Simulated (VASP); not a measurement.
# Ta (Im-3m) in VASP: notebook

Ta is run at these levels: PBE+D3(BJ), LDA, r2SCAN0; tasks: single point.

All numbers are computed with VASP 6.6.1; they aren't measurements. Logs are shortened: lines on timing, memory, paths and dates and some standing lists are left out, and cuts for length are marked.

### 1 The cell of the first run

It takes space group Im-3m (No. 229, cubic). Conventional cell: a = 3.283 Å, b = 3.283 Å, c = 3.283 Å, α = 90.00°, β = 90.00°, γ = 90.00°. Within 3.7 Å of Ta (site symmetry m-3m) lie 14 Ta at 2.84 to 3.28 Å.

### 2 Single point, PBE+D3(BJ)

File INCAR:

```
SYSTEM = Ta
PREC = Accurate ; ENCUT = 520
EDIFF = 1E-6 ; ISMEAR = -1
SIGMA = 0.05 ; LREAL = .False.
LASPH = .True. ; NELM = 60
ALGO = Normal ; ISIF = 2
LWAVE = .False. ; LCHARG = .False.
GGA = PE ; IVDW = 12
NBANDS = 12
```

File KPOINTS:

```
Automatic mesh
0
Gamma
  11 11 11
  0 0 0
```

File POSCAR:

```
Ta
1.0
   -1.6414463419      1.6414463419      1.6414463419
    1.6414463419     -1.6414463419      1.6414463419
    1.6414463419      1.6414463419     -1.6414463419
Ta
1
Direct
    0.0000000000      0.0000000000      0.0000000000
```

Potentials or basis: VASP PAW PBE potentials, release 64 (Ta_pv).

Command:

```
> cat potpaw_PBE.64/Ta_pv/POTCAR > POTCAR
> mpirun -np 1 vasp_std > vasp.out
```

OUTCAR:

```text
SYSTEM = Ta
   PREC = Accurate
   ENCUT = 520
   EDIFF = 1E-6
   ISMEAR = -1
   LREAL = .False.
   LASPH = .True.
   NELM = 60
   ISIF = 2
   GGA = PE
   IVDW = 12
 IVDW          = 12

 ion  position               nearest neighbor table
   1  0.000  0.000  0.000-

  LATTYP: Found a body centered cubic cell.
 ALAT       =     3.2828926838

  Lattice vectors:

 A1 = (  -1.6414463419,   1.6414463419,   1.6414463419)
 A2 = (   1.6414463419,  -1.6414463419,   1.6414463419)
 A3 = (   1.6414463419,   1.6414463419,  -1.6414463419)

Analysis of symmetry for initial positions (statically):
=====================================================================
 Subroutine PRICEL returns:
 Original cell was already a primitive cell.

 Routine SETGRP: Setting up the symmetry group for a
 body centered cubic supercell.

 Subroutine GETGRP returns: Found 48 space group operations
 (whereof 48 operations were pure point group operations)
 out of a pool of 48 trial point group operations.

The static configuration has the point symmetry O_h .

Analysis of symmetry for dynamics (positions and initial velocities):
=====================================================================
 Subroutine PRICEL returns:
 Original cell was already a primitive cell.

 Routine SETGRP: Setting up the symmetry group for a
 body centered cubic supercell.

 Subroutine GETGRP returns: Found 48 space group operations
 (whereof 48 operations were pure point group operations)
 out of a pool of 48 trial point group operations.

The dynamic configuration has the point symmetry O_h .

 Subroutine INISYM returns: Found 48 space group operations
 (whereof 48 operations are pure point group operations),
 and found     1 'primitive' translations

----------------------------------------------------------------------------------------

                                     Primitive cell

  volume of cell :      17.6905

  direct lattice vectors                    reciprocal lattice vectors
    -1.641446342  1.641446342  1.641446342     0.000000000  0.304609409  0.304609409
     1.641446342 -1.641446342  1.641446342     0.304609409  0.000000000  0.304609409
     1.641446342  1.641446342 -1.641446342     0.304609409  0.304609409  0.000000000

  length of vectors
     2.843068462  2.843068462  2.843068462     0.430782757  0.430782757  0.430782757

  position of ions in fractional coordinates (direct lattice)
[... 83 lines left out ...]
   ISIF   =      2    stress and relaxation
   ISYM   =      2    0-nonsym 1-usesym 2-fastsym
   POTIM  = 0.5000    time-step for ionic-motion
   TEBEG  =    0.0;   TEEND  =   0.0 temperature during run
   PSTRESS=    0.0 pullay stress
   NELECT =      11.0000    total number of electrons
   NUPDOWN=      -1.0000    fix difference up-down
   EMIN   =  10.00;   EMAX   =-10.00  energy-range for DOS
   EFERMI =   0.00;   METHOD = LEGACY
   ISMEAR =    -1;   SIGMA  =   0.05  broadening in eV -4-tet -1-fermi 0-gaus
   EFERMI_NEDOS =   21; number of points for ismear=-14 and -15
   IALGO  =     38    algorithm
   IMIX   =      4    mixing-type and parameters
     AMIX     =   0.40;   BMIX     =  1.00
     AMIX_MAG =   1.60;   BMIX_MAG =  1.00
  volume/ion in A,a.u.               =      17.69       119.38
  Fermi-wavevector in a.u.,A,eV,Ry     =   1.397309  2.640531 26.564990  1.952472
  Thomas-Fermi vector in A             =   2.520578
   LORBIT       =      0    0 simple, 1 ext, 2 COOP (PROOUT), +10 PAW based schemes
   GGA     = PE    functional components
   LHFCALC =     F    Hartree Fock is set to
   AEXX    =    0.0000 exact exchange contribution
   IVDW    =    12    specifies the selected vdW correction
   LEPSILON=     F    determine dielectric tensor
   LRPA    =     F    only Hartree local field effects (RPA)
 non-spin polarized calculation
  energy-cutoff  :      520.00
  volume of cell :       17.69
 maximum number of plane-waves:       486
 NGX is ok and might be reduce to    24
   NGX = 11   NGY = 11   NGZ = 11

 number of electron      11.0000002 magnetization

 Free energy of the ion-electron system (eV)
  ---------------------------------------------------
  ext. energy  EPLUGINS =         0.00000000
  ---------------------------------------------------
  free energy    TOTEN  =       -11.80921964 eV

  energy without entropy =      -11.80186192  energy(sigma->0) =      -11.80554078

 E-fermi :   5.6324     XC(G=0): -12.7097

 val. band max:        5.5481021881   @ k =   0.1818   0.0000   0.0000
 cond. band min:       5.6923349151   @ k =   0.3636   0.1818   0.0909
 fundamental gap:      0.1442327270
 Fermi energy:         5.6324401370

 k-point     1 :       0.0000    0.0000    0.0000
  band No.  band energies     occupation
      1     -27.3635      2.00000
      2     -27.3635      2.00000
      3     -27.3635      2.00000
      4      -2.3522      2.00000
      5       6.3695      0.00000
      6       6.3695      0.00000
      7       6.3695      0.00000
      8       9.7066      0.00000
      9       9.7066      0.00000
     10      20.3954      0.00000
     11      20.7287      0.00000
     12      20.7287      0.00000
[... 331 lines left out ...]
 k-point    24 :       0.3636    0.1818    0.0909
  band No.  band energies     occupation
      1     -28.3906      2.00000
      2     -27.9302      2.00000
      3     -27.5686      2.00000
      4       2.7569      2.00000
      5       4.0113      2.00000
      6       5.6923      0.46370
      7      10.1556      0.00000
      8      10.7435      0.00000
      9      14.9665      0.00000
     10      15.9685      0.00000
     11      19.2163      0.00000
     12      20.4012      0.00000

 [... further k-points ...]

------------------------ aborting loop because EDIFF is reached ----------------------------------------

 Edisp (eV)   -0.67489

 E8    (eV) :    -0.3534

  FORCE on cell =-STRESS in cart. coord.  units (eV):
  Direction    XX          YY          ZZ          XY          YZ          ZX
  --------------------------------------------------------------------------------------
  -------------------------------------------------------------------------------------
  Total       0.02573     0.02573     0.02573    -0.00000     0.00000    -0.00000
  in kB       2.33018     2.33018     2.33018    -0.00000     0.00000    -0.00000
  external pressure =        2.33 kB  Pullay stress =        0.00 kB

 VOLUME and BASIS-vectors are now :
 -----------------------------------------------------------------------------
  energy-cutoff  :      520.00
  volume of cell :       17.69
      direct lattice vectors                 reciprocal lattice vectors
    -1.641446342  1.641446342  1.641446342     0.000000000  0.304609409  0.304609409
     1.641446342 -1.641446342  1.641446342     0.304609409  0.000000000  0.304609409
     1.641446342  1.641446342 -1.641446342     0.304609409  0.304609409  0.000000000

 POSITION                                       TOTAL-FORCE (eV/Angst)
 -----------------------------------------------------------------------------------
      0.00000      0.00000      0.00000         0.000000     -0.000000      0.000000
 -----------------------------------------------------------------------------------
    total drift:                               -0.000000      0.000000      0.000000

  FREE ENERGIE OF THE ION-ELECTRON SYSTEM (eV)
  ---------------------------------------------------
  free  energy   TOTEN  =       -12.4841115102 eV

  energy  without entropy=      -12.4767537871  energy(sigma->0) =      -12.48043265
```

OSZICAR:

```text
N       E                     dE             d eps       ncg     rms          rms(c)
DAV:   1     0.614068324762E+02    0.61407E+02   -0.61047E+03  1344   0.877E+02
DAV:   2    -0.112846983454E+02   -0.72692E+02   -0.70937E+02  1496   0.243E+02
DAV:   3    -0.122507846084E+02   -0.96609E+00   -0.95948E+00  1608   0.270E+01
DAV:   4    -0.122532504007E+02   -0.24658E-02   -0.24656E-02  1500   0.149E+00
DAV:   5    -0.122532593407E+02   -0.89401E-05   -0.89406E-05  1608   0.826E-02    0.140E+01
DAV:   6    -0.119145476659E+02    0.33871E+00   -0.27320E-01  1564   0.564E+00    0.687E+00
DAV:   7    -0.118099973521E+02    0.10455E+00   -0.24273E-01  1540   0.501E+00    0.387E-01
DAV:   8    -0.118092313002E+02    0.76605E-03   -0.79808E-03  1456   0.674E-01    0.806E-02
DAV:   9    -0.118092260978E+02    0.52023E-05   -0.57808E-05  1588   0.831E-02    0.268E-02
DAV:  10    -0.118092198063E+02    0.62915E-05   -0.28198E-06  1452   0.192E-02    0.322E-03
DAV:  11    -0.118092196421E+02    0.16423E-06   -0.15074E-07   780   0.434E-03
   1 F= -.12484112E+02 E0= -.12480433E+02  d E =-.735772E-02
```

stdout:

```text
POSCAR found type information on POSCAR Ta
 POSCAR found :  1 types and       1 ions
 scaLAPACK will be used
 LDA part: xc-table for (Slater+PW92), standard interpolation
 POSCAR, INCAR and KPOINTS ok, starting setup
 FFT: planning ... GRIDC
 FFT: planning ... GRID_SOFT
 FFT: planning ... GRID
 WAVECAR not read
 entering main loop
```

It took 8.7 s on 1 thread of Intel Xeon 6975P-C, shared host; peak memory 0.15 GiB.

Results:

```
Free energy                : -12.4841 eV
Pressure                   : 0.2 GPa
Dispersion energy per atom : -0.675 eV
```

Caveat: spin-orbit coupling is left out, which moves the levels of the heavy elements; pairwise dispersion overbinds metals, which lowers pressure and volume.

### 3 Single point, LDA, non-collinear spin, zero start, spin-orbit coupling

This run uses another cell than the first one, of 18.01 Å³/atom, 1.018 times its volume.

File INCAR:

```
ALGO     = Normal         # electronic algorithm
EDIFF    = 1E-6           # SCF threshold, eV
ENCUT    = 520            # plane-wave cutoff, eV
GGA_COMPAT= False        
ISIF     = 2              # what is computed and relaxed
ISMEAR   = -1             # smearing method
LASPH    = True           # aspherical terms in the spheres
LCHARG   = False          # write CHGCAR
LMAXMIX  = 4              # l up to which the mixer works
LORBIT   = 11             # projections on sites
LORBMOM  = True         
LREAL    = False          # projectors in reciprocal space
LSORBIT  = True           # spin-orbit coupling
LWAVE    = False          # write WAVECAR
MAGMOM   = 0 0 0          # initial moments
NBANDS   = 22             # bands
NELM     = 150            # most SCF steps
PREC     = Accurate       # precision mode
SIGMA    = 0.05           # smearing width, eV
```

File KPOINTS:

```
k-points
0
Gamma
  8 8 8
```

File POSCAR:

```
Ta
1.0
   -1.6512800000      1.6512800000      1.6512800000
    1.6512800000     -1.6512800000      1.6512800000
    1.6512800000      1.6512800000     -1.6512800000
Ta
1
Direct
    0.0000000000      0.0000000000      0.0000000000
```

Potentials or basis: VASP PAW LDA potentials, release 64 (Ta_pv).

Command:

```
> cat potpaw_LDA.64/Ta_pv/POTCAR > POTCAR
> mpirun -np 1 vasp_ncl > vasp.out
```

Wall time 24 s (1 thread of Intel Xeon 6975P-C, shared host); peak memory 0.18 GiB.

Results (log left out):

| Property | Result |
| --- | --- |
| Free energy | -13.5754 eV |
| Pressure | -9.8 GPa |
| Net moment | 0.00 μB per cell |
| Valence electrons inside the program's atomic spheres | Ta 8.97 |

Moments on the atoms (μB; x, y, z):
```
Ta  0.00 0.00 0.00
```

### 4 Single point, r2SCAN0

This run uses another cell than the first one, of 18.01 Å³/atom, 1.018 times its volume.

POSCAR is that of step 3.

File INCAR.step1:

```
PREC     = Accurate       # precision mode
ENCUT    = 520            # plane-wave cutoff, eV
EDIFF    = 1E-5           # SCF threshold, eV
ISMEAR   = -1             # smearing method
SIGMA    = 0.05           # smearing width, eV
LREAL    = False          # projectors in reciprocal space
LASPH    = True           # aspherical terms in the spheres
NELM     = 60             # most SCF steps
ALGO     = Normal         # electronic algorithm
ISIF     = 2              # what is computed and relaxed
LWAVE    = True           # write WAVECAR
LCHARG   = False          # write CHGCAR
NBANDS   = 12             # bands
GGA      = PE             # functional
```

File INCAR.step2:

```
PREC     = Accurate       # precision mode
ENCUT    = 520            # plane-wave cutoff, eV
EDIFF    = 1E-6           # SCF threshold, eV
ISMEAR   = -1             # smearing method
SIGMA    = 0.05           # smearing width, eV
LREAL    = False          # projectors in reciprocal space
LASPH    = True           # aspherical terms in the spheres
NELM     = 60             # most SCF steps
ALGO     = Normal         # electronic algorithm
ISIF     = 2              # what is computed and relaxed
LWAVE    = False          # write WAVECAR
LCHARG   = False          # write CHGCAR
METAGGA  = R2SCAN         # meta-GGA
LHFCALC  = True           # exact exchange
AEXX     = 0.25           # exact-exchange fraction
LMIXTAU  = True         
PRECFOCK = Normal       
NBANDS   = 12             # bands
ISTART   = 1
```

File KPOINTS:

```
regular mesh
0
Gamma
  6 6 6
```

Potentials or basis: VASP PAW PBE potentials, release 64 (Ta_pv).

Command:

```
> cat potpaw_PBE.64/Ta_pv/POTCAR > POTCAR
> cp INCAR.step1 INCAR
> mpirun -np 1 vasp_std > vasp.out
> cp INCAR.step2 INCAR
> mpirun -np 1 vasp_std > vasp.out
```

Run time: 7.3 min. Hardware: 1 thread of AMD EPYC 7R13, shared host; peak memory 0.16 GiB.

It converged, with:

| Quantity | Value |
| --- | --- |
| Free energy | -42.6480 eV |
| Pressure | 2.2 GPa |

Levels at points of the mesh, in eV from the Fermi level:
```tsv
k point	band 1	band 2	band 3	band 4	band 5	band 6	band 7	band 8	band 9	band 10
(0.00, 0.00, 0.00)	-36.45	-36.45	-36.45	-9.50	1.89	1.89	1.89	5.69	5.69	15.27
(0.50, 0.00, 0.00)	-37.83	-36.88	-36.46	-5.32	-1.95	1.79	5.52	6.60	9.56	13.79
(0.50, 0.50, 0.50)	-37.38	-37.38	-37.38	-4.64	-4.64	8.54	8.54	8.54	10.23	10.23
```

Caveat: the k points lie up to 0.45 Å⁻¹ apart; the PAW data sets were made with another functional, which shifts forces and pressure a little; spin-orbit coupling is left out, which moves the levels of the heavy elements.

### 5 The runs side by side

```csv
level,potentials or basis,spin,cell,k mesh,grid for exact exchange (PRECFOCK),gap on the mesh (eV),pressure (GPa)
PBE+D3(BJ),"VASP PAW PBE potentials, release 64 (Ta_pv)",off,"a = 2.843 Å, angles 109.5°, 1 atom",11 × 11 × 11,-,none,0.2
LDA,"VASP PAW LDA potentials, release 64 (Ta_pv)","non-collinear, zero start, SOC","a = 2.860 Å, angles 109.5°, 1 atom",8 × 8 × 8,-,-,-9.8
r2SCAN0,"VASP PAW PBE potentials, release 64 (Ta_pv)",off,"a = 2.860 Å, angles 109.5°, 1 atom",6 × 6 × 6,Normal,none,2.2
```

Alike in all rows: task single point; cutoff (eV) 520; smearing fermi-dirac 0.05 eV.

Caveats: some runs use coarse meshes; spin-orbit coupling is left out, which moves the levels of the heavy elements (some runs); pairwise dispersion overbinds metals, which lowers pressure and volume (some runs); the PAW data sets were made with another functional, which shifts forces and pressure a little (some runs).

Absolute energies hang on the potentials; compare differences alone.
